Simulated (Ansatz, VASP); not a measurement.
**One calculation of C2N, two programs**

File INCAR:

```
PREC = Accurate
ENCUT = 520
EDIFF = 1E-7
ISMEAR = 0
SIGMA = 0.1
LREAL = False
LASPH = True
NELM = 80
ALGO = Normal
ISIF = 2
LWAVE = False
LCHARG = False
GGA = PE
NBANDS = 22
```

Contents of KPOINTS:

```
regular mesh
0
Gamma
  8 6 6
```

POSCAR

```
C2N
1.0
    2.3277907800      0.0000000000      0.0000000000
    0.1723708100      2.7907859800      0.0000000000
    0.6671719600      1.1283629100      3.2251458900
C N
4 2
Direct
    0.2805090000      0.2817679900      0.8184990300
    0.7935289700      0.5222669800      0.6717619900
    0.2064710300      0.4777330200      0.3282380100
    0.7194910000      0.7182320100      0.1815009700
    0.8716260200      0.9803190200      0.7543720000
    0.1283739800      0.0196809800      0.2456280000
```

Input for Ansatz:

```yaml
crystal:
  lattice:
    - [2.32779078, 0.0, 0.0]
    - [0.17237081, 2.79078598, 0.0]
    - [0.66717196, 1.12836291, 3.22514589]
  atoms:
    - { symbol: C, position: [0.280509, 0.28176799, 0.81849903] }
    - { symbol: C, position: [0.79352897, 0.52226698, 0.67176199] }
    - { symbol: C, position: [0.20647103, 0.47773302, 0.32823801] }
    - { symbol: C, position: [0.719491, 0.71823201, 0.18150097] }
    - { symbol: "N", position: [0.87162602, 0.98031902, 0.754372] }
    - { symbol: "N", position: [0.12837398, 0.01968098, 0.245628] }
basis:
  ecutwfc: 420
kpoints:
  mp_grid: { grid: [8, 6, 6] }
hamiltonian:
  xc: pbe
scf:
  occupations: { method: gaussian, width: 0.1 }
  lower_state_search: "off"
output:
  forces: true
  stress: true
  eigenvalues: true
```

Alike in both runs: task single point; functional PBE; k mesh 8 × 6 × 6; occupations gaussian, width 0.1 eV; no spin polarisation.

|  | VASP | Ansatz |
| --- | --- | --- |
| version | VASP 6.6.1 | Ansatz 0.2.0 |
| potentials or method | VASP PAW PBE potentials, release 64 (C, N), cutoff 520 eV | scalar-relativistic, plane waves, PAW |
| valence electrons in the cell | 26 | 26 |

Ansatz gave:

```
gap on the k mesh at the Fermi level (eV) : none
rms of the force components (eV/Å)        : 5.909
```

Problem. What did VASP give for the same quantities?

Solution. gap on the k mesh at the Fermi level (eV): none; rms of the force components (eV/Å): 5.936.

Atom by atom the forces differ by 0.090 eV/Å (rms over components). A gap of «none» marks a metal or a gap that the smearing closes. With one functional, cell and mesh, what is left measures potentials, basis and numerics.

The k mesh is coarse, so the values compare programs but aren't converged.
